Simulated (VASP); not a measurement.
# V3NiMo (Pm-3m) in VASP: notebook

Runs on V3NiMo. Level: PBE. Tasks: single point, relaxation of cell and atoms.

All numbers are computed with VASP 6.6.1; they aren't measurements. Logs are shortened: lines on timing, memory, paths and dates and some standing lists are left out, and cuts for length are marked.

## Step 1: The cell of the first run

Symmetry: Pm-3m, No. 221, cubic system. The conventional cell has a = 4.439 Å, b = 4.439 Å, c = 4.439 Å, α = 90.00°, β = 90.00°, γ = 90.00°. Within 2.9 Å of V (site symmetry 4/mmm) lie 2 Mo at 2.22 Å. Within 4.1 Å of Ni (site symmetry m-3m) lie 12 V at 3.14 Å and 8 Mo at 3.84 Å. Mo (site symmetry m-3m) has 6 V at 2.22 Å within 2.9 Å.

## Step 2: Single point, PBE

INCAR

```
SYSTEM = V3NiMo
PREC = Accurate ; ENCUT = 520
EDIFF = 1E-7 ; ISMEAR = 0
SIGMA = 0.1 ; LREAL = .FALSE.
LASPH = .TRUE. ; NELM = 80
ALGO = Normal ; ISIF = 2
LWAVE = .FALSE. ; LCHARG = .FALSE.
GGA = PE ; NBANDS = 40
```

KPOINTS

```
regular mesh
0
G
  4 4 4
  0 0 0
```

POSCAR

```
V3NiMo
1.0
    4.4390583980      0.0000000000      0.0000000000
    0.0000000000      4.4390583980      0.0000000000
    0.0000000000      0.0000000000      4.4390583980
V Ni Mo
3 1 1
Direct
    0.0000000000      0.5000000000      0.5000000000
    0.5000000000      0.0000000000      0.5000000000
    0.5000000000      0.5000000000      0.0000000000
    0.0000000000      0.0000000000      0.0000000000
    0.5000000000      0.5000000000      0.5000000000
```

Potentials or basis: VASP PAW PBE potentials, release 64 (V_sv, Ni, Mo_sv).

On the command line:

```sh
cat potpaw_PBE.64/V_sv/POTCAR potpaw_PBE.64/Ni/POTCAR potpaw_PBE.64/Mo_sv/POTCAR > POTCAR
mpirun -np 1 vasp_std > vasp.out
```

OUTCAR:

```text
SYSTEM = V3NiMo
   PREC = Accurate
   ENCUT = 520
   EDIFF = 1E-7
   ISMEAR = 0
   LREAL = .FALSE.
   LASPH = .TRUE.
   NELM = 80
   ISIF = 2
   GGA = PE

 ion  position               nearest neighbor table
   1  0.000  0.500  0.500-   5 2.22   5 2.22
   2  0.500  0.000  0.500-   5 2.22   5 2.22
   3  0.500  0.500  0.000-   5 2.22   5 2.22
   4  0.000  0.000  0.000-
   5  0.500  0.500  0.500-   1 2.22   2 2.22   3 2.22   3 2.22   2 2.22   1 2.22

  LATTYP: Found a simple cubic cell.
 ALAT       =     4.4390583980

  Lattice vectors:

 A1 = (   4.4390583980,   0.0000000000,   0.0000000000)
 A2 = (   0.0000000000,   4.4390583980,   0.0000000000)
 A3 = (   0.0000000000,   0.0000000000,   4.4390583980)

Analysis of symmetry for initial positions (statically):
=====================================================================
 Subroutine PRICEL returns:
 Original cell was already a primitive cell.

 Routine SETGRP: Setting up the symmetry group for a
 simple cubic supercell.

 Subroutine GETGRP returns: Found 48 space group operations
 (whereof 48 operations were pure point group operations)
 out of a pool of 48 trial point group operations.

The static configuration has the point symmetry O_h .

Analysis of symmetry for dynamics (positions and initial velocities):
=====================================================================
 Subroutine PRICEL returns:
 Original cell was already a primitive cell.

 Routine SETGRP: Setting up the symmetry group for a
 simple cubic supercell.

 Subroutine GETGRP returns: Found 48 space group operations
 (whereof 48 operations were pure point group operations)
 out of a pool of 48 trial point group operations.

The dynamic configuration has the point symmetry O_h .

 Subroutine INISYM returns: Found 48 space group operations
 (whereof 48 operations are pure point group operations),
 and found     1 'primitive' translations

----------------------------------------------------------------------------------------

                                     Primitive cell

  volume of cell :      87.4727

  direct lattice vectors                    reciprocal lattice vectors
     4.439058398  0.000000000  0.000000000     0.225272999  0.000000000  0.000000000
     0.000000000  4.439058398  0.000000000     0.000000000  0.225272999  0.000000000
     0.000000000  0.000000000  4.439058398     0.000000000  0.000000000  0.225272999
[... 75 lines left out ...]
   EDIFF  = 0.1E-06   stopping-criterion for ELM
   LREAL  =      F    real-space projection
   EDIFFG = 0.1E-05   stopping-criterion for IOM
   NSW    =      0    number of steps for IOM
   IBRION =     -1    ionic relax: 0-MD 1-quasi-New 2-CG
   NFREE  =      0    steps in history (QN), initial steepest desc. (CG)
   ISIF   =      2    stress and relaxation
   ISYM   =      2    0-nonsym 1-usesym 2-fastsym
   POTIM  = 0.5000    time-step for ionic-motion
   TEBEG  =    0.0;   TEEND  =   0.0 temperature during run
   PSTRESS=    0.0 pullay stress
   NELECT =      63.0000    total number of electrons
   NUPDOWN=      -1.0000    fix difference up-down
   EMIN   =  10.00;   EMAX   =-10.00  energy-range for DOS
   EFERMI =   0.00;   METHOD = LEGACY
   ISMEAR =     0;   SIGMA  =   0.10  broadening in eV -4-tet -1-fermi 0-gaus
   EFERMI_NEDOS =   21; number of points for ismear=-14 and -15
   IALGO  =     38    algorithm
   IMIX   =      4    mixing-type and parameters
     AMIX     =   0.40;   BMIX     =  1.00
     AMIX_MAG =   1.60;   BMIX_MAG =  1.00
  volume/ion in A,a.u.               =      17.49       118.06
  Fermi-wavevector in a.u.,A,eV,Ry     =   1.467453  2.773084 29.299029  2.153418
  Thomas-Fermi vector in A             =   2.583069
   LORBIT       =      0    0 simple, 1 ext, 2 COOP (PROOUT), +10 PAW based schemes
   GGA     = PE    functional components
   LHFCALC =     F    Hartree Fock is set to
   AEXX    =    0.0000 exact exchange contribution
   IVDW    =     0    specifies the selected vdW correction
   LEPSILON=     F    determine dielectric tensor
   LRPA    =     F    only Hartree local field effects (RPA)
 non-spin polarized calculation
 Gauss-broadening in eV      SIGMA  =   0.10
  energy-cutoff  :      520.00
  volume of cell :       87.47
 maximum number of plane-waves:      2373
 NGX is ok and might be reduce to    36
   NGX = 17   NGY = 17   NGZ = 17

 number of electron      63.0000008 magnetization

 Free energy of the ion-electron system (eV)
  ---------------------------------------------------
  ext. energy  EPLUGINS =         0.00000000
  ---------------------------------------------------
  free energy    TOTEN  =       -35.96367073 eV

  energy without entropy =      -35.90577545  energy(sigma->0) =      -35.93472309

 E-fermi :   7.1328     XC(G=0): -11.3705

 val. band max:        7.1256994187   @ k =   0.5000   0.2500   0.0000
 cond. band min:       7.1384992421   @ k =   0.2500   0.2500   0.0000
 fundamental gap:      0.0127998234
 Fermi energy:         7.1328230992

 k-point     1 :       0.0000    0.0000    0.0000
  band No.  band energies     occupation
      1     -57.2385      2.00000
      2     -57.1460      2.00000
      3     -57.1460      2.00000
      4     -53.2843      2.00000
      5     -31.7748      2.00000
      6     -31.7748      2.00000
[... 419 lines left out ...]
     39       8.3789      0.00000
     40       8.6504      0.00000

------------------------ aborting loop because EDIFF is reached ----------------------------------------

  FORCE on cell =-STRESS in cart. coord.  units (eV):
  Direction    XX          YY          ZZ          XY          YZ          ZX
  --------------------------------------------------------------------------------------
  -------------------------------------------------------------------------------------
  Total        0.5370562      0.5370562      0.5370562      0.0000000     -0.0000000     -0.0000000
  in kB        9.8368880      9.8368880      9.8368880      0.0000000     -0.0000000     -0.0000000
  external PRESSURE =       9.8368880 kB  Pullay stress =       0.0000000 kB

 VOLUME and BASIS-vectors are now :
 -----------------------------------------------------------------------------
  energy-cutoff  :      520.00
  volume of cell :       87.47
      direct lattice vectors                 reciprocal lattice vectors
     4.439058398  0.000000000  0.000000000     0.225272999  0.000000000  0.000000000
     0.000000000  4.439058398  0.000000000     0.000000000  0.225272999  0.000000000
     0.000000000  0.000000000  4.439058398     0.000000000  0.000000000  0.225272999

 POSITION                                       TOTAL-FORCE (eV/Angst)
 -----------------------------------------------------------------------------------
      0.00000      2.21953      2.21953         0.000000      0.000000      0.000000
      2.21953      0.00000      2.21953         0.000000      0.000000      0.000000
      2.21953      2.21953      0.00000         0.000000      0.000000      0.000000
      0.00000      0.00000      0.00000         0.000000      0.000000      0.000000
      2.21953      2.21953      2.21953         0.000000      0.000000      0.000000
 -----------------------------------------------------------------------------------
    total drift:                                0.000000      0.000000      0.000000

  FREE ENERGIE OF THE ION-ELECTRON SYSTEM (eV)
  ---------------------------------------------------
  free  energy   TOTEN  =       -35.9636707280 eV

  energy  without entropy=      -35.9057754477  energy(sigma->0) =      -35.93472309
```

stdout:

```text
POSCAR found type information on POSCAR V NiMo
 POSCAR found :  3 types and       5 ions
 scaLAPACK will be used
 LDA part: xc-table for (Slater+PW92), standard interpolation
 POSCAR, INCAR and KPOINTS ok, starting setup
 FFT: planning ... GRIDC
 FFT: planning ... GRID_SOFT
 FFT: planning ... GRID
 WAVECAR not read
 entering main loop
```

Wall time 55 s (1 thread of Intel Xeon Platinum 8175M at 2.50GHz (Skylake/Cascade Lake), shared host); peak memory 0.22 GiB.

What came out:

* Free energy: -35.9637 eV
* Pressure: 1.0 GPa

Levels at points of the mesh, in eV from the Fermi level:
| k point | band 27 | band 28 | band 29 | band 30 | band 31 | band 32 | band 33 | band 34 | band 35 | band 36 |
| --- | --- | --- | --- | --- | --- | --- | --- | --- | --- | --- |
| (0.00, 0.00, 0.00) | -1.06 | -1.06 | 0.09 | 0.09 | 1.05 | 1.05 | 1.05 | 1.55 | 1.55 | 1.55 |
| (0.50, 0.00, 0.00) | -1.23 | -0.82 | -0.52 | -0.15 | -0.15 | 0.38 | 0.47 | 0.47 | 0.66 | 0.94 |
| (0.50, 0.50, 0.00) | -0.82 | -0.81 | -0.64 | -0.48 | -0.45 | -0.45 | 0.32 | 0.41 | 0.42 | 0.61 |
| (0.50, 0.50, 0.50) | -0.47 | -0.47 | -0.32 | -0.32 | -0.32 | -0.05 | -0.05 | 0.70 | 0.73 | 0.73 |

Spin polarisation is off, so any magnetic state and its effect on volume and gap are missing.

## Step 3: Relaxation of cell and atoms, PBE

This run uses another cell than the first one, of 11.97 Å³/atom, 0.684 times its volume.

INCAR

```
SYSTEM = V3NiMo
PREC = Accurate
ENCUT = 600
EDIFF = 1E-6
ISMEAR = 0
SIGMA = 0.1
LREAL = .False.
LASPH = .True.
NELM = 80
ALGO = Fast
ISIF = 3
LWAVE = .False.
LCHARG = .False.
GGA = PE
IBRION = 2
NSW = 90
EDIFFG = -0.04
```

KPOINTS

```
regular mesh
0
Gamma
  4 4 4
  0 0 0
```

POSCAR, as its differences from that of step 2:

```diff
@@ -2,5 +2,5 @@
 1.0
-    4.4390583980      0.0000000000      0.0000000000
-    0.0000000000      4.4390583980      0.0000000000
-    0.0000000000      0.0000000000      4.4390583980
+    3.9119051021      0.0000000000      0.0000000000
+    0.0000000000      3.9119051021      0.0000000000
+    0.0000000000      0.0000000000      3.9119051021
 V Ni Mo
```

Potentials or basis: VASP PAW PBE potentials, release 64 (V_sv, Ni, Mo_sv).

On the command line:

```sh
cat potpaw_PBE.64/V_sv/POTCAR potpaw_PBE.64/Ni/POTCAR potpaw_PBE.64/Mo_sv/POTCAR > POTCAR
mpirun -np 1 vasp_std > vasp.out
```

It took 28 min on 1 thread of Intel Xeon Platinum 8175M at 2.50GHz (Skylake/Cascade Lake), shared host; peak memory 0.21 GiB.

The run converged. Its results:

- Free energy: -35.9440 eV
- Relaxed volume: 17.65 Å³/atom
- Relaxed cell: a = 4.453 Å, b = 4.453 Å, c = 4.453 Å, α = 90.00°, β = 90.00°, γ = 90.00°
- Space group after relaxing (to 0.05 Å): Pm-3m (No. 221)
- Energy gained by relaxing: 1265.4 meV/atom
- Ionic steps: 16
- Pressure after relaxing: -0.3 GPa

Step by step:
```csv
step,energy change (eV),largest force (eV/Å),pressure (GPa),volume (Å³)
1,0.0000,0.0000,101.61,59.86
2,56.5504,0.0000,0.69,152.69
3,0.1265,0.0000,-20.26,154.85
4,370.3141,0.0000,89.60,82.43
5,76.2950,0.0000,3.69,130.06
6,43.1771,0.0000,-12.50,133.19
7,-2.1494,0.0000,-18.66,130.75
8,46.6003,0.0000,48.98,95.83
9,-1.8300,0.0000,-12.67,118.00
10,-4.4964,0.0000,-14.98,112.36
11,-5.6197,0.0000,-12.39,103.88
12,-5.9088,0.0000,-10.36,99.80
13,-6.0287,0.0000,-8.91,97.81
14,-6.0819,0.0000,-8.24,96.82
15,-6.2914,0.0000,-3.51,91.23
16,-6.3272,0.0000,-0.29,88.27
```

Final structure:
```cif
data_structure
_symmetry_space_group_name_H-M 'P 1'
_symmetry_Int_Tables_number 1
_cell_length_a 4.4525
_cell_length_b 4.4525
_cell_length_c 4.4525
_cell_angle_alpha 90.000
_cell_angle_beta 90.000
_cell_angle_gamma 90.000
_cell_volume 88.27
loop_
_atom_site_label
_atom_site_type_symbol
_atom_site_fract_x
_atom_site_fract_y
_atom_site_fract_z
_atom_site_occupancy
V1 V 0.00000 0.50000 0.50000 1
V2 V 0.50000 0.00000 0.50000 1
V3 V 0.50000 0.50000 0.00000 1
Ni1 Ni 0.00000 0.00000 0.00000 1
Mo1 Mo 0.50000 0.50000 0.50000 1
```

Levels at points of the mesh, in eV from the Fermi level:
```csv
k point,band 27,band 28,band 29,band 30,band 31,band 32,band 33,band 34,band 35,band 36
"(0.00, 0.00, 0.00)",-1.05,-1.05,0.09,0.09,1.04,1.04,1.04,1.66,1.66,1.66
"(0.50, 0.00, 0.00)",-1.22,-0.81,-0.52,-0.14,-0.14,0.38,0.46,0.46,0.64,0.92
"(0.50, 0.50, 0.00)",-0.80,-0.80,-0.63,-0.48,-0.44,-0.44,0.30,0.42,0.43,0.60
"(0.50, 0.50, 0.50)",-0.47,-0.47,-0.31,-0.31,-0.31,-0.06,-0.06,0.66,0.72,0.72
```

Caveat: the k points lie up to 0.35 Å⁻¹ apart in the final cell; the volume moved by over 15 % at a fixed basis, so the end points are rough. Spin polarisation is off, so any magnetic state and its effect on volume and gap are missing.
